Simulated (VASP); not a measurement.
# ZnCu (Pm-3m) in VASP: further runs

Runs on ZnCu. Level: PBE. Tasks: single point.

All numbers are computed with VASP 6.6.1; they aren't measurements. Logs are shortened: lines on timing, memory, paths and dates and some standing lists are left out, and cuts for length are marked.

### Step 1. The cell of the first run

It takes space group Pm-3m (No. 221, cubic). The conventional cell has a = 2.984 Å, b = 2.984 Å, c = 2.984 Å, α = 90.00°, β = 90.00°, γ = 90.00°. Within 3.4 Å of Zn (site symmetry m-3m) lie 8 Cu at 2.58 Å and 6 Zn at 2.98 Å. Cu (site symmetry m-3m) has 8 Zn at 2.58 Å and 6 Cu at 2.98 Å within 3.4 Å.

### Step 2. Single point, PBE

File INCAR:

```
PREC = Accurate
ENCUT = 520
EDIFF = 1E-7
ISMEAR = -1
SIGMA = 0.2
LREAL = False
LASPH = True
NELM = 100
ALGO = Normal
ISIF = 2
LWAVE = False
LCHARG = False
GGA = PE
NBANDS = 18
```

File KPOINTS:

```
Automatic mesh
0
Gamma
  10 10 10
```

File POSCAR:

```
ZnCu
1.0
    2.9837544443      0.0000000000      0.0000000000
    0.0000000000      2.9837544443      0.0000000000
    0.0000000000      0.0000000000      2.9837544443
Zn Cu
1 1
Direct
    0.5000000000      0.5000000000      0.5000000000
    0.0000000000      0.0000000000      0.0000000000
```

Potentials or basis: VASP PAW PBE potentials, release 64 (Zn, Cu).

Launch:

```bash
> cat potpaw_PBE.64/Zn/POTCAR potpaw_PBE.64/Cu/POTCAR > POTCAR
> mpirun -np 1 vasp_std > vasp.out
```

OUTCAR:

```text
PREC = Accurate
   ENCUT = 520
   EDIFF = 1E-7
   ISMEAR = -1
   LREAL = False
   LASPH = True
   NELM = 100
   ISIF = 2
   GGA = PE

 ion  position               nearest neighbor table
   1  0.500  0.500  0.500-   2 2.58   2 2.58   2 2.58   2 2.58   2 2.58   2 2.58   2 2.58   2 2.58

   2  0.000  0.000  0.000-   1 2.58   1 2.58   1 2.58   1 2.58   1 2.58   1 2.58   1 2.58   1 2.58

  LATTYP: Found a simple cubic cell.
 ALAT       =     2.9837544443

  Lattice vectors:

 A1 = (   2.9837544443,   0.0000000000,   0.0000000000)
 A2 = (   0.0000000000,   2.9837544443,   0.0000000000)
 A3 = (   0.0000000000,   0.0000000000,   2.9837544443)

Analysis of symmetry for initial positions (statically):
=====================================================================
 Subroutine PRICEL returns:
 Original cell was already a primitive cell.

 Routine SETGRP: Setting up the symmetry group for a
 simple cubic supercell.

 Subroutine GETGRP returns: Found 48 space group operations
 (whereof 48 operations were pure point group operations)
 out of a pool of 48 trial point group operations.

The static configuration has the point symmetry O_h .

Analysis of symmetry for dynamics (positions and initial velocities):
=====================================================================
 Subroutine PRICEL returns:
 Original cell was already a primitive cell.

 Routine SETGRP: Setting up the symmetry group for a
 simple cubic supercell.

 Subroutine GETGRP returns: Found 48 space group operations
 (whereof 48 operations were pure point group operations)
 out of a pool of 48 trial point group operations.

The dynamic configuration has the point symmetry O_h .

 Subroutine INISYM returns: Found 48 space group operations
 (whereof 48 operations are pure point group operations),
 and found     1 'primitive' translations

----------------------------------------------------------------------------------------

                                     Primitive cell

  volume of cell :      26.5637

  direct lattice vectors                    reciprocal lattice vectors
     2.983754444  0.000000000  0.000000000     0.335148223  0.000000000  0.000000000
     0.000000000  2.983754444  0.000000000     0.000000000  0.335148223  0.000000000
     0.000000000  0.000000000  2.983754444     0.000000000  0.000000000  0.335148223

  length of vectors
     2.983754444  2.983754444  2.983754444     0.335148223  0.335148223  0.335148223

  position of ions in fractional coordinates (direct lattice)
     0.500000000  0.500000000  0.500000000
[... 77 lines left out ...]
   NELM   =    100;   NELMIN=  2; NELMDL= -5     # of ELM steps
   EDIFF  = 0.1E-06   stopping-criterion for ELM
   LREAL  =      F    real-space projection
   EDIFFG = 0.1E-05   stopping-criterion for IOM
   NSW    =      0    number of steps for IOM
   IBRION =     -1    ionic relax: 0-MD 1-quasi-New 2-CG
   NFREE  =      0    steps in history (QN), initial steepest desc. (CG)
   ISIF   =      2    stress and relaxation
   ISYM   =      2    0-nonsym 1-usesym 2-fastsym
   POTIM  = 0.5000    time-step for ionic-motion
   TEBEG  =    0.0;   TEEND  =   0.0 temperature during run
   PSTRESS=    0.0 pullay stress
   NELECT =      23.0000    total number of electrons
   NUPDOWN=      -1.0000    fix difference up-down
   EMIN   =  10.00;   EMAX   =-10.00  energy-range for DOS
   EFERMI =   0.00;   METHOD = LEGACY
   ISMEAR =    -1;   SIGMA  =   0.20  broadening in eV -4-tet -1-fermi 0-gaus
   EFERMI_NEDOS =   21; number of points for ismear=-14 and -15
   IALGO  =     38    algorithm
   IMIX   =      4    mixing-type and parameters
     AMIX     =   0.40;   BMIX     =  1.00
     AMIX_MAG =   1.60;   BMIX_MAG =  1.00
  volume/ion in A,a.u.               =      13.28        89.63
  Fermi-wavevector in a.u.,A,eV,Ry     =   1.560346  2.948627 33.125846  2.434681
  Thomas-Fermi vector in A             =   2.663572
   LORBIT       =      0    0 simple, 1 ext, 2 COOP (PROOUT), +10 PAW based schemes
   GGA     = PE    functional components
   LHFCALC =     F    Hartree Fock is set to
   AEXX    =    0.0000 exact exchange contribution
   IVDW    =     0    specifies the selected vdW correction
   LEPSILON=     F    determine dielectric tensor
   LRPA    =     F    only Hartree local field effects (RPA)
 non-spin polarized calculation
  energy-cutoff  :      520.00
  volume of cell :       26.56
 maximum number of plane-waves:       739
 NGX is ok and might be reduce to    24
   NGX = 11   NGY = 11   NGZ = 11

 number of electron      23.0000039 magnetization

 Free energy of the ion-electron system (eV)
  ---------------------------------------------------
  ext. energy  EPLUGINS =         0.00000000
  ---------------------------------------------------
  free energy    TOTEN  =        -5.04340316 eV

  energy without entropy =       -4.97533966  energy(sigma->0) =       -5.00937141

 E-fermi :   5.2301     XC(G=0): -12.1844

 val. band max:        5.2184818769   @ k =   0.4000   0.4000   0.4000
 cond. band min:       5.3828369314   @ k =   0.3000   0.1000   0.1000
 fundamental gap:      0.1643550545
 Fermi energy:         5.2301058739

 k-point     1 :       0.0000    0.0000    0.0000
  band No.  band energies     occupation
      1      -4.8643      2.00000
      2      -2.5480      2.00000
      3      -2.5480      2.00000
      4      -1.9144      2.00000
      5      -1.9144      2.00000
      6      -1.9144      2.00000
[... 481 lines left out ...]
      5      -1.9488      2.00000
      6      -1.8840      2.00000
[... 10 lines left out ...]
     17      19.3166      0.00000
     18      19.6097      0.00000

 [... further k-points ...]

------------------------ aborting loop because EDIFF is reached ----------------------------------------

  FORCE on cell =-STRESS in cart. coord.  units (eV):
  Direction    XX          YY          ZZ          XY          YZ          ZX
  --------------------------------------------------------------------------------------
  -------------------------------------------------------------------------------------
  Total       -0.2587767     -0.2587767     -0.2587767     -0.0000000     -0.0000000      0.0000000
  in kB      -15.6079721    -15.6079721    -15.6079721     -0.0000000     -0.0000000      0.0000000
  external PRESSURE =     -15.6079721 kB  Pullay stress =       0.0000000 kB

 VOLUME and BASIS-vectors are now :
 -----------------------------------------------------------------------------
  energy-cutoff  :      520.00
  volume of cell :       26.56
      direct lattice vectors                 reciprocal lattice vectors
     2.983754444  0.000000000  0.000000000     0.335148223  0.000000000  0.000000000
     0.000000000  2.983754444  0.000000000     0.000000000  0.335148223  0.000000000
     0.000000000  0.000000000  2.983754444     0.000000000  0.000000000  0.335148223

 POSITION                                       TOTAL-FORCE (eV/Angst)
 -----------------------------------------------------------------------------------
      1.49188      1.49188      1.49188         0.000000      0.000000      0.000000
      0.00000      0.00000      0.00000         0.000000      0.000000      0.000000
 -----------------------------------------------------------------------------------
    total drift:                                0.000000      0.000000     -0.000000

  FREE ENERGIE OF THE ION-ELECTRON SYSTEM (eV)
  ---------------------------------------------------
  free  energy   TOTEN  =        -5.0434031600 eV

  energy  without entropy=       -4.9753396640  energy(sigma->0) =       -5.00937141
```

OSZICAR:

```text
N       E                     dE             d eps       ncg     rms          rms(c)
DAV:   1     0.115893490072E+03    0.11589E+03   -0.11297E+04  2152   0.210E+03
DAV:   2    -0.110173658786E+01   -0.11700E+03   -0.11199E+03  2024   0.301E+02
DAV:   3    -0.605487434687E+01   -0.49531E+01   -0.49021E+01  2204   0.771E+01
DAV:   4    -0.609815386712E+01   -0.43280E-01   -0.43265E-01  2276   0.667E+00
DAV:   5    -0.609880361601E+01   -0.64975E-03   -0.64972E-03  2260   0.845E-01    0.932E+00
DAV:   6    -0.604985355062E+01    0.48950E-01   -0.15012E+01  2152   0.903E+01    0.627E+00
DAV:   7    -0.505251059872E+01    0.99734E+00   -0.32796E+00  2178   0.867E+01    0.209E+00
DAV:   8    -0.505180135810E+01    0.70924E-03   -0.14399E-01  2822   0.528E+00    0.117E+00
DAV:   9    -0.504340406689E+01    0.83973E-02   -0.13046E-02  2242   0.247E+00    0.509E-02
DAV:  10    -0.504341430151E+01   -0.10235E-04   -0.71170E-04  3096   0.526E-01    0.484E-02
DAV:  11    -0.504340540488E+01    0.88966E-05   -0.10760E-04  2280   0.293E-01    0.105E-02
DAV:  12    -0.504340339041E+01    0.20145E-05   -0.10462E-05  2556   0.708E-02    0.913E-04
DAV:  13    -0.504340313366E+01    0.25675E-06   -0.33759E-07  2072   0.598E-03    0.105E-03
DAV:  14    -0.504340316003E+01   -0.26368E-07   -0.88617E-09  1116   0.195E-03
   1 F= -.50434032E+01 E0= -.50093714E+01  d E =-.680635E-01
```

stdout:

```text
POSCAR found type information on POSCAR ZnCu
 POSCAR found :  2 types and       2 ions
 scaLAPACK will be used
 LDA part: xc-table for (Slater+PW92), standard interpolation
 POSCAR, INCAR and KPOINTS ok, starting setup
 FFT: planning ... GRIDC
 FFT: planning ... GRID_SOFT
 FFT: planning ... GRID
 WAVECAR not read
 entering main loop
```

Run time: 20 s. Hardware: 1 thread of Intel Xeon 6975P-C, shared host; peak memory 0.15 GiB.

Results:

* Free energy: -5.0434 eV
* Pressure: -1.6 GPa

Levels at points of the mesh, in eV from the Fermi level:
```csv
k point,band 9,band 10,band 11,band 12,band 13,band 14,band 15,band 16
"(0.00, 0.00, 0.00)",-2.73,-2.73,-2.73,6.04,6.04,6.04,10.95,10.95
"(0.50, 0.00, 0.00)",-3.24,-3.24,-2.80,-2.04,11.32,11.32,11.96,11.96
"(0.50, 0.50, 0.00)",-2.88,-2.51,-1.82,-1.82,1.53,1.90,13.46,15.15
"(0.50, 0.50, 0.50)",-2.49,-2.49,3.52,4.19,4.19,4.19,4.33,4.33
```

### Step 3. Single point, PBE

This run uses another cell than the first one, of 13.79 Å³/atom, 1.038 times its volume.

File INCAR:

```
SYSTEM = ZnCu
PREC = Accurate ; ENCUT = 520
EDIFF = 1E-6 ; ISMEAR = -1
SIGMA = 0.2 ; LREAL = .False.
LASPH = .True. ; NELM = 80
ALGO = Normal ; ISIF = 2
LWAVE = .False. ; LCHARG = .False.
GGA = PE ; NBANDS = 18
```

File KPOINTS:

```
regular mesh
0
Gamma
  10 10 10
  0 0 0
```

File POSCAR:

```
ZnCu
1.0
    3.0215274978      0.0000000000      0.0000000000
    0.0000000000      3.0215274978      0.0000000000
    0.0000000000      0.0000000000      3.0215274978
Zn Cu
1 1
Direct
    0.5000000000      0.5000000000      0.5000000000
    0.0000000000      0.0000000000      0.0000000000
```

Potentials or basis: VASP PAW PBE potentials, release 64 (Zn, Cu).

Launch:

```bash
> cat potpaw_PBE.64/Zn/POTCAR potpaw_PBE.64/Cu/POTCAR > POTCAR
> mpirun -np 1 vasp_std > vasp.out
```

OUTCAR:

```text
SYSTEM = ZnCu
   PREC = Accurate
   ENCUT = 520
   EDIFF = 1E-6
   ISMEAR = -1
   LREAL = .False.
   LASPH = .True.
   NELM = 80
   ISIF = 2
   GGA = PE

 ion  position               nearest neighbor table
   1  0.500  0.500  0.500-   2 2.62   2 2.62   2 2.62   2 2.62   2 2.62   2 2.62   2 2.62   2 2.62

   2  0.000  0.000  0.000-   1 2.62   1 2.62   1 2.62   1 2.62   1 2.62   1 2.62   1 2.62   1 2.62

  LATTYP: Found a simple cubic cell.
 ALAT       =     3.0215274978

[... 692 lines left out ...]

------------------------ aborting loop because EDIFF is reached ----------------------------------------

  FORCE on cell =-STRESS in cart. coord.  units (eV):
  Direction    XX          YY          ZZ          XY          YZ          ZX
  --------------------------------------------------------------------------------------
  -------------------------------------------------------------------------------------
  Total       -0.8894354     -0.8894354     -0.8894354      0.0000000     -0.0000000     -0.0000000
  in kB      -51.6589233    -51.6589233    -51.6589233      0.0000000     -0.0000000     -0.0000000
  external PRESSURE =     -51.6589233 kB  Pullay stress =       0.0000000 kB

 VOLUME and BASIS-vectors are now :
 -----------------------------------------------------------------------------
  energy-cutoff  :      520.00
  volume of cell :       27.59
      direct lattice vectors                 reciprocal lattice vectors
     3.021527498  0.000000000  0.000000000     0.330958431  0.000000000  0.000000000
     0.000000000  3.021527498  0.000000000     0.000000000  0.330958431  0.000000000
     0.000000000  0.000000000  3.021527498     0.000000000  0.000000000  0.330958431

 POSITION                                       TOTAL-FORCE (eV/Angst)
 -----------------------------------------------------------------------------------
      1.51076      1.51076      1.51076         0.000000      0.000000      0.000000
      0.00000      0.00000      0.00000         0.000000      0.000000      0.000000
 -----------------------------------------------------------------------------------
    total drift:                                0.000000      0.000000     -0.000000

  FREE ENERGIE OF THE ION-ELECTRON SYSTEM (eV)
  ---------------------------------------------------
  free  energy   TOTEN  =        -5.0218046668 eV

  energy  without entropy=       -4.9519904010  energy(sigma->0) =       -4.98689753
```

OSZICAR:

```text
N       E                     dE             d eps       ncg     rms          rms(c)
DAV:   1     0.119745610346E+03    0.11975E+03   -0.11328E+04  2120   0.207E+03
DAV:   2    -0.874044865440E+00   -0.12062E+03   -0.11581E+03  2020   0.305E+02
DAV:   3    -0.599336517711E+01   -0.51193E+01   -0.50772E+01  2258   0.776E+01
DAV:   4    -0.603811925666E+01   -0.44754E-01   -0.44736E-01  2306   0.681E+00
DAV:   5    -0.603877199025E+01   -0.65273E-03   -0.65271E-03  2290   0.827E-01    0.906E+00
DAV:   6    -0.605366552522E+01   -0.14894E-01   -0.15108E+01  2148   0.888E+01    0.637E+00
DAV:   7    -0.503015725746E+01    0.10235E+01   -0.32713E+00  2168   0.838E+01    0.196E+00
DAV:   8    -0.502999290243E+01    0.16436E-03   -0.15536E-01  2846   0.569E+00    0.112E+00
DAV:   9    -0.502178073165E+01    0.82122E-02   -0.15391E-02  2258   0.262E+00    0.414E-02
DAV:  10    -0.502181019751E+01   -0.29466E-04   -0.58577E-04  3096   0.404E-01    0.429E-02
DAV:  11    -0.502180764964E+01    0.25479E-05   -0.78960E-05  2216   0.252E-01    0.119E-02
DAV:  12    -0.502180490322E+01    0.27464E-05   -0.12306E-05  2362   0.822E-02    0.115E-03
DAV:  13    -0.502180466678E+01    0.23644E-06   -0.42928E-07  1116   0.659E-03
   1 F= -.50218047E+01 E0= -.49868975E+01  d E =-.698143E-01
```

Wall time 19 s (1 thread of Intel Xeon 6975P-C, shared host); peak memory 0.15 GiB.

What came out:

- Free energy: -5.0218 eV
- Pressure: -5.2 GPa

Levels at points of the mesh, in eV from the Fermi level:
```csv
k point,band 10,band 11,band 12,band 13,band 14,band 15
"(0.00, 0.00, 0.00)",-2.66,-2.66,5.92,5.92,5.92,10.74
"(0.50, 0.00, 0.00)",-3.13,-2.71,-2.00,11.01,11.01,11.67
"(0.50, 0.50, 0.00)",-2.44,-1.70,-1.70,1.38,1.77,13.08
"(0.50, 0.50, 0.50)",-2.42,3.27,4.13,4.13,4.13,4.23
```
